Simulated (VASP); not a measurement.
# PtSe2 in VASP: further runs, part 2 of 2

VASP 6.6.1. Earlier steps stand in the parts before.

## 3. Single point, PBE+D3(BJ)

INCAR

```
PREC = Accurate ; ENCUT = 520
EDIFF = 1E-6 ; ISMEAR = 0
SIGMA = 0.03 ; LREAL = F
LASPH = T ; NELM = 100
ALGO = Normal ; ISIF = 2
LWAVE = F ; LCHARG = T
LDIPOL = T ; IDIPOL = 3
DIPOL = 0.5 0.5 0.289 ; GGA = PE
IVDW = 12 ; LELF = T
LVHAR = T ; LVACPOTAV = T
NBANDS = 56
```

KPOINTS

```
regular mesh
0
Gamma
  12 12 1
```

POSCAR

```
PtSe2
1.0
    3.7535057520      0.0000000000      0.0000000000
   -1.8767528760      3.2506313345      0.0000000000
    0.0000000000      0.0000000000     59.3320000012
Pt Se
4 8
Direct
    0.0000000000      0.0000000000      0.1653244671
    0.0000000000      0.0000000000      0.2475878009
    0.0000000000      0.0000000000      0.3296386536
    0.0000000000      0.0000000000      0.4119019874
    0.3333333333      0.6666666667      0.1868680686
    0.6666666667      0.3333333333      0.1432206522
    0.3333333333      0.6666666667      0.2693198141
    0.6666666667      0.3333333333      0.2258532469
    0.3333333333      0.6666666667      0.3513732076
    0.6666666667      0.3333333333      0.3079066404
    0.3333333333      0.6666666667      0.4340058023
    0.6666666667      0.3333333333      0.3903583859
```

Potentials or basis: VASP PAW PBE potentials, release 64 (Pt, Se).

Launch:

```console
$ cat potpaw_PBE.64/Pt/POTCAR potpaw_PBE.64/Se/POTCAR > POTCAR
$ mpirun -np 1 vasp_std > vasp.out
```

OUTCAR:

```text
PREC = Accurate
   ENCUT = 520
   EDIFF = 1E-6
   ISMEAR = 0
   LREAL = F
   LASPH = T
   NELM = 100
   ISIF = 2
   GGA = PE
   IVDW = 12
 IVDW          = 12

 ion  position               nearest neighbor table
   1  0.000  0.000  0.165-   5 2.52   5 2.52   5 2.52   6 2.53   6 2.53   6 2.53
   2  0.000  0.000  0.248-   7 2.52   7 2.52   7 2.52   8 2.52   8 2.52   8 2.52
   3  0.000  0.000  0.330-  10 2.52  10 2.52  10 2.52   9 2.52   9 2.52   9 2.52
   4  0.000  0.000  0.412-  12 2.52  12 2.52  12 2.52  11 2.53  11 2.53  11 2.53
   5  0.333  0.667  0.187-   1 2.52   1 2.52   1 2.52
   6  0.667  0.333  0.143-   1 2.53   1 2.53   1 2.53
   7  0.333  0.667  0.269-   2 2.52   2 2.52   2 2.52
   8  0.667  0.333  0.226-   2 2.52   2 2.52   2 2.52
   9  0.333  0.667  0.351-   3 2.52   3 2.52   3 2.52
  10  0.667  0.333  0.308-   3 2.52   3 2.52   3 2.52
  11  0.333  0.667  0.434-   4 2.53   4 2.53   4 2.53
  12  0.667  0.333  0.390-   4 2.52   4 2.52   4 2.52

  LATTYP: Found a hexagonal cell.
 ALAT       =     3.7535057520
 C/A-ratio  =    15.8070891378

  Lattice vectors:

 A1 = (   3.7535057520,   0.0000000000,   0.0000000000)
 A2 = (  -1.8767528760,   3.2506313345,   0.0000000000)
 A3 = (   0.0000000000,   0.0000000000,  59.3320000012)

Analysis of symmetry for initial positions (statically):
=====================================================================
 Subroutine PRICEL returns:
 Original cell was already a primitive cell.

 Routine SETGRP: Setting up the symmetry group for a
 hexagonal supercell.

 Subroutine GETGRP returns: Found 12 space group operations
 (whereof  6 operations were pure point group operations)
 out of a pool of 24 trial point group operations.

The static configuration has the point symmetry C_3v.
 The point group associated with its full space group is D_3d.

Analysis of symmetry for dynamics (positions and initial velocities):
=====================================================================
 Subroutine PRICEL returns:
 Original cell was already a primitive cell.

 Routine SETGRP: Setting up the symmetry group for a
 hexagonal supercell.

 Subroutine GETGRP returns: Found 12 space group operations
 (whereof  6 operations were pure point group operations)
 out of a pool of 24 trial point group operations.

The dynamic configuration has the point symmetry C_3v.
 The point group associated with its full space group is D_3d.

 Subroutine INISYM returns: Found 12 space group operations
 (whereof  6 operations are pure point group operations),
 and found     1 'primitive' translations

----------------------------------------------------------------------------------------

                                     Primitive cell

  volume of cell :     723.9254

  direct lattice vectors                    reciprocal lattice vectors
     3.753505752  0.000000000  0.000000000     0.266417602  0.153816274  0.000000000
    -1.876752876  3.250631334  0.000000000     0.000000000  0.307632548  0.000000000
     0.000000000  0.000000000 59.332000001     0.000000000  0.000000000  0.016854311

  length of vectors
     3.753505752  3.753505752 59.332000001     0.307632548  0.307632548  0.016854311

[... 84 lines left out ...]
 SYSTEM =  unknown system
   PREC   = accura    normal or accurate (medium, high low for compatibility)
   ISTART =      0    job   : 0-new  1-cont  2-samecut
   ICHARG =      2    charge: 1-file 2-atom 10-const
   ISPIN  =      1    spin polarized calculation?
   LNONCOLLINEAR =      F non collinear calculations
   LSORBIT =      F    spin-orbit coupling
   LASPH  =      T    aspherical Exc in radial PAW
   ENCUT  =  520.0 eV  38.22 Ry    6.18 a.u.   6.98  6.98110.32*2*pi/ulx,y,z
   NELM   =    100;   NELMIN=  2; NELMDL= -5     # of ELM steps
   EDIFF  = 0.1E-05   stopping-criterion for ELM
   LREAL  =      F    real-space projection
   EDIFFG = 0.1E-04   stopping-criterion for IOM
   NSW    =      0    number of steps for IOM
   IBRION =     -1    ionic relax: 0-MD 1-quasi-New 2-CG
   NFREE  =      0    steps in history (QN), initial steepest desc. (CG)
   ISIF   =      2    stress and relaxation
   ISYM   =      2    0-nonsym 1-usesym 2-fastsym
   POTIM  = 0.5000    time-step for ionic-motion
   TEBEG  =    0.0;   TEEND  =   0.0 temperature during run
   PSTRESS=    0.0 pullay stress
   NELECT =      88.0000    total number of electrons
   NUPDOWN=      -1.0000    fix difference up-down
   EMIN   =  10.00;   EMAX   =-10.00  energy-range for DOS
   EFERMI =   0.00;   METHOD = LEGACY
   ISMEAR =     0;   SIGMA  =   0.03  broadening in eV -4-tet -1-fermi 0-gaus
   EFERMI_NEDOS =   21; number of points for ismear=-14 and -15
   IALGO  =     38    algorithm
   IMIX   =      4    mixing-type and parameters
     AMIX     =   0.40;   BMIX     =  1.00
     AMIX_MAG =   1.60;   BMIX_MAG =  1.00
  volume/ion in A,a.u.               =      60.33       407.11
  Fermi-wavevector in a.u.,A,eV,Ry     =   0.810969  1.532510  8.948162  0.657671
  Thomas-Fermi vector in A             =   1.920243
   LORBIT       =      0    0 simple, 1 ext, 2 COOP (PROOUT), +10 PAW based schemes
   GGA     = PE    functional components
   LHFCALC =     F    Hartree Fock is set to
   AEXX    =    0.0000 exact exchange contribution
   IVDW    =    12    specifies the selected vdW correction
   LEPSILON=     F    determine dielectric tensor
   LRPA    =     F    only Hartree local field effects (RPA)
 non-spin polarized calculation
 Gauss-broadening in eV      SIGMA  =   0.03
  energy-cutoff  :      520.00
  volume of cell :      723.93
 maximum number of plane-waves:     19609
 NGX is ok and might be reduce to    28
   NGX = 13   NGY = 13   NGZ =221

 dipolmoment           0.000000      0.000000     -0.000004 electrons x Angstroem

 number of electron      87.9999990 magnetization

 dipolmoment           0.000000      0.000000      0.000000 electrons x Angstroem

 Free energy of the ion-electron system (eV)
  ---------------------------------------------------
  ext. energy  EPLUGINS =         0.00000000
  ---------------------------------------------------
  free energy    TOTEN  =       -56.88183556 eV

  energy without entropy =      -56.87924810  energy(sigma->0) =      -56.88054183

 E-fermi :  -0.9027     XC(G=0):  -3.8166

 val. band max:       -1.0523461349   @ k =   0.1667   0.0000   0.0000
 cond. band min:      -0.8979133988   @ k =   0.2500   0.0000   0.0000
 fundamental gap:      0.1544327361
 Fermi energy:        -0.9027213699

 k-point     1 :       0.0000    0.0000    0.0000
  band No.  band energies     occupation
      1     -16.6131      2.00000
      2     -16.3815      2.00000
      3     -16.0772      2.00000
      4     -15.8248      2.00000
      5     -14.9196      2.00000
      6     -14.4392      2.00000
[... 1110 lines left out ...]
     55       4.5471      0.00000
     56       5.2621      0.00000

------------------------ aborting loop because EDIFF is reached ----------------------------------------

 vacuum level on the upper side and lower side of the slab       (xc-potential included)        -0.140        -0.143

 Edisp (eV)   -5.23005

 E8    (eV) :    -2.2870

  FORCE on cell =-STRESS in cart. coord.  units (eV):
  Direction    XX          YY          ZZ          XY          YZ          ZX
  --------------------------------------------------------------------------------------
  -------------------------------------------------------------------------------------
  Total      -0.06144    -0.06144    -0.07064     0.00000     0.00000     0.00000
  in kB      -0.13598    -0.13598    -0.15633     0.00000     0.00000     0.00000
  external pressure =       -0.14 kB  Pullay stress =        0.00 kB

 VOLUME and BASIS-vectors are now :
 -----------------------------------------------------------------------------
  energy-cutoff  :      520.00
  volume of cell :      723.93
      direct lattice vectors                 reciprocal lattice vectors
     3.753505752  0.000000000  0.000000000     0.266417602  0.153816274  0.000000000
    -1.876752876  3.250631334  0.000000000     0.000000000  0.307632548  0.000000000
     0.000000000  0.000000000 59.332000001     0.000000000  0.000000000  0.016854311

 POSITION                                       TOTAL-FORCE (eV/Angst)
 -----------------------------------------------------------------------------------
      0.00000      0.00000      9.80903         0.000000      0.000000     -0.001235
      0.00000      0.00000     14.68988         0.000000      0.000000      0.000121
      0.00000      0.00000     19.55812        -0.000000     -0.000000     -0.000121
      0.00000      0.00000     24.43897        -0.000000      0.000000      0.001235
     -0.00000      2.16709     11.08726         0.000000      0.000000      0.004856
      1.87675      1.08354      8.49757        -0.000000      0.000000      0.000536
     -0.00000      2.16709     15.97928        -0.000000     -0.000000      0.005750
      1.87675      1.08354     13.40032         0.000000     -0.000000     -0.005188
     -0.00000      2.16709     20.84768        -0.000000      0.000000      0.005188
      1.87675      1.08354     18.26872        -0.000000      0.000000     -0.005750
     -0.00000      2.16709     25.75043        -0.000000     -0.000000     -0.000536
      1.87675      1.08354     23.16074         0.000000     -0.000000     -0.004856
 -----------------------------------------------------------------------------------
    total drift:                                0.000000     -0.000000     -0.000095

  FREE ENERGIE OF THE ION-ELECTRON SYSTEM (eV)
  ---------------------------------------------------
  free  energy   TOTEN  =       -62.1118897429 eV

  energy  without entropy=      -62.1093022887  energy(sigma->0) =      -62.11059602

 vacuum level on the upper side and lower side of the slab         3.768         3.768
```

Wall time 29 min (1 thread of Intel Xeon Platinum 8488C (Sapphire Rapids), shared host); peak memory 1.1 GiB.

What came out:

| Quantity | Value |
| --- | --- |
| Free energy | -62.1119 eV |
| Largest force | 0.006 eV/Å |
| Band gap on the k mesh | zero (band 44 reaches -0.66 eV, above the bottom of band 45 at -0.90 eV) |
| Dispersion energy per atom | -0.436 eV |
| Work function of the upper face | 4.67 eV |
| Work function of the lower face | 4.67 eV |

Forces on the atoms (eV/Å):
```
Pt   0.000  0.000 -0.001
Pt   0.000  0.000  0.000
Pt   0.000  0.000  0.000
Pt   0.000  0.000  0.001
Se   0.000  0.000  0.005
Se   0.000  0.000  0.001
Se   0.000  0.000  0.006
Se   0.000  0.000 -0.005
Se   0.000  0.000  0.005
Se   0.000  0.000 -0.006
Se   0.000  0.000 -0.001
Se   0.000  0.000 -0.005
```

Levels at points of the mesh, in eV from the Fermi level:
| k point | band 42 | band 43 | band 44 | band 45 | band 46 | band 47 |
| --- | --- | --- | --- | --- | --- | --- |
| (0.00, 0.00, 0.00) | -1.10 | -0.55 | 0.24 | 1.16 | 1.16 | 1.53 |
| (0.50, 0.00, 0.00) | -2.60 | -1.98 | -1.47 | 0.59 | 0.74 | 1.06 |

Caveat: spin-orbit coupling is left out, which moves the levels of the heavy elements.

## 4. Single point, PBE+D3(BJ)

This run uses another cell than the first one, of 34.28 Å³/atom, 0.568 times its volume.

INCAR

```
PREC = Accurate ; ENCUT = 520
EDIFF = 1E-6 ; ISMEAR = 0
SIGMA = 0.03 ; LREAL = False
LASPH = True ; NELM = 100
ALGO = Normal ; ISIF = 2
LWAVE = False ; LCHARG = False
LDIPOL = True ; IDIPOL = 3
DIPOL = 0.5 0.5 0.500 ; GGA = PE
IVDW = 12 ; NBANDS = 56
```

KPOINTS is that of step 3.

POSCAR

```
PtSe2
1.0
    3.7240000000      0.0000000000      0.0000000000
   -1.8620000000      3.2250786037      0.0000000000
    0.0000000000      0.0000000000     34.2480000000
Pt Se
4 8
Direct
    0.0000000000      0.0000000000      0.2782936230
    0.0000000000      0.0000000000      0.4260978743
    0.0000000000      0.0000000000      0.5739021257
    0.0000000000      0.0000000000      0.7217063770
    0.3333333333      0.6666666667      0.3159600561
    0.6666666667      0.3333333333      0.2406271899
    0.3333333333      0.6666666667      0.4637643074
    0.6666666667      0.3333333333      0.3884314413
    0.3333333333      0.6666666667      0.6115685587
    0.6666666667      0.3333333333      0.5362356926
    0.3333333333      0.6666666667      0.7593728101
    0.6666666667      0.3333333333      0.6840399439
```

Launch:

```console
$ cat potpaw_PBE.64/Pt/POTCAR potpaw_PBE.64/Se/POTCAR > POTCAR
$ mpirun -np 1 vasp_std > vasp.out
```

Run time: 11 min. Hardware: 1 thread of Intel Xeon Platinum 8488C (Sapphire Rapids), shared host; peak memory 0.67 GiB.

It converged, with:

* Free energy: -62.0465 eV
* Largest force: 0.381 eV/Å
* Band gap on the k mesh: zero (band 44 reaches 2.04 eV, above the bottom of band 45 at 1.97 eV)
* Dispersion energy per atom: -0.430 eV

Forces on the atoms (eV/Å):
```
Pt   0.000  0.000  0.284
Pt   0.000  0.000  0.011
Pt   0.000  0.000 -0.011
Pt   0.000  0.000 -0.284
Se   0.000  0.000  0.185
Se   0.000  0.000 -0.381
Se   0.000  0.000  0.277
Se   0.000  0.000 -0.267
Se   0.000  0.000  0.267
Se   0.000  0.000 -0.277
Se   0.000  0.000  0.381
Se   0.000  0.000 -0.185
```

Levels at points of the mesh, in eV from the Fermi level:
| k point | band 42 | band 43 | band 44 | band 45 | band 46 | band 47 |
| --- | --- | --- | --- | --- | --- | --- |
| (0.00, 0.00, 0.00) | -1.10 | -0.66 | 0.06 | 1.40 | 1.40 | 1.68 |
| (0.50, 0.00, 0.00) | -2.64 | -2.08 | -1.62 | 0.69 | 0.96 | 1.11 |

Caveat: spin-orbit coupling is left out, which moves the levels of the heavy elements.

## 5. Overview

```tsv
level	cell	gap on the mesh (eV)	largest force (eV/Å)
PBE	a = 3.754, b = 3.754, c = 59.332 Å, angles 90.0, 90.0, 120.0°, 12 atoms	none	0.12
PBE+D3(BJ)	a = 3.754, b = 3.754, c = 59.332 Å, angles 90.0, 90.0, 120.0°, 12 atoms	none	0.01
PBE+D3(BJ)	a = 3.724, b = 3.724, c = 34.248 Å, angles 90.0, 90.0, 120.0°, 12 atoms	none	0.38
```

Alike in all rows: task single point; potentials or basis VASP PAW PBE potentials, release 64 (Pt, Se); no spin polarisation; k mesh 12 × 12 × 1; cutoff (eV) 520; smearing gaussian 0.03 eV.

Caveats: spin-orbit coupling is left out, which moves the levels of the heavy elements.

Total energies depend on the potentials used, so only differences within one code and one set of settings carry meaning.
